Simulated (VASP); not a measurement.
Set up this calculation in VASP 6.6.1, as the native input.

| Item | Value |
| --- | --- |
| Task | single point |
| Functional | LDA |
| Potentials or basis | VASP PAW LDA potentials, release 64 (Pd) |
| Cutoff | 520 eV |
| k mesh | 14 × 14 × 14 |
| Occupations | methfessel-paxton, width 0.03 eV |
| Spin | no spin polarisation |
| Dipole correction | no |
| Further INCAR settings | ALGO = Normal; EDIFF = 1e-07; NBANDS = 11 |

The structure of Pd lies in POSCAR:

```
Pd
1.0
    0.0000000000      1.9211411165      1.9211411165
    1.9211411165      0.0000000000      1.9211411165
    1.9211411165      1.9211411165      0.0000000000
Pd
1
Direct
    0.0000000000      0.0000000000      0.0000000000
```

These files were run (other wordings do the same):

INCAR

```
SYSTEM = Pd
PREC = Accurate ; ENCUT = 520
EDIFF = 1E-7 ; ISMEAR = 1
SIGMA = 0.03 ; LREAL = .False.
LASPH = .True. ; NELM = 80
ALGO = Normal ; ISIF = 2
LWAVE = .False. ; LCHARG = .False.
GGA = CA ; NBANDS = 11
```

KPOINTS

```
regular mesh
0
Gamma
  14 14 14
  0 0 0
```

Potentials or basis: VASP PAW LDA potentials, release 64 (Pd).

The run is started by

```console
$ cat potpaw_LDA.64/Pd/POTCAR > POTCAR
$ mpirun -np 1 vasp_std > vasp.out
```

It gave:

| Quantity | Value |
| --- | --- |
| Pressure | -0.2 GPa |
| Band gap on the k mesh | zero (band 5 reaches 10.60 eV, above the bottom of band 6 at 8.90 eV) |

Run time: 11 s on 1 thread of Intel(R) Xeon(R) Platinum 8488C (Sapphire Rapids), with other jobs on the host, peak memory 0.13 GiB.
